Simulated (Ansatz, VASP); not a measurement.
# BaTiO3 in VASP and in Ansatz

```
Ba Ti O
1.0
     2.86037    1.65144    2.34605
    -2.86037    1.65144    2.34605
     0.00000   -6.60575    4.69211
Ba Ti O
2 2 6
Cartesian
  0.0000 0.0006 0.0189
  0.0000 -3.3022 2.3649
  0.0003 -0.0046 3.6092
  0.0003 -3.3075 5.9552
  -0.0020 -1.6541 4.6470
  -0.0020 -4.9570 6.9931
  -1.3804 0.8295 4.5831
  -1.3804 -2.4733 6.9291
  1.3820 0.8328 4.5873
  1.3820 -2.4701 6.9334
```

Change from the starting cell: mode 26 (455.9 1/cm) frozen in, largest displacement +0.050 Å.

Alike in both runs: task single point; functional PBE; k mesh 6 × 6 × 4; occupations gaussian, width 0.05 eV; no spin polarisation; Hubbard terms Ti d U = 4.0 eV.

```csv
,VASP,Ansatz
version,VASP 6.6.1,Ansatz 0.2.0
potentials or method,"VASP PAW PBE potentials, release 64 (Ba_sv, Ti_sv, O), cutoff 520 eV","scalar-relativistic, plane waves, PAW"
valence electrons in the cell,80,80
```

|  | VASP | Ansatz | Ansatz less VASP |
| --- | --- | --- | --- |
| gap on the k mesh at the Fermi level (eV) | 2.61 | 2.64 | +0.023 |
| least direct gap on the mesh (eV) | 2.87 | 2.81 | -0.065 |
| pressure (GPa) | 3.7 | 0.2 | -3.48 |
| traceless stress, the component that is largest in VASP (GPa) | 1.05 | 0.78 | -0.270 |
| rms of the force components (eV/Å) | 0.356 | 0.238 | -0.1180 |

The programs project onto different local orbitals, so the same U acts differently, and such runs can settle in different states. Atom by atom the forces differ by 0.234 eV/Å (rms over components).

Spin-orbit coupling is off throughout.
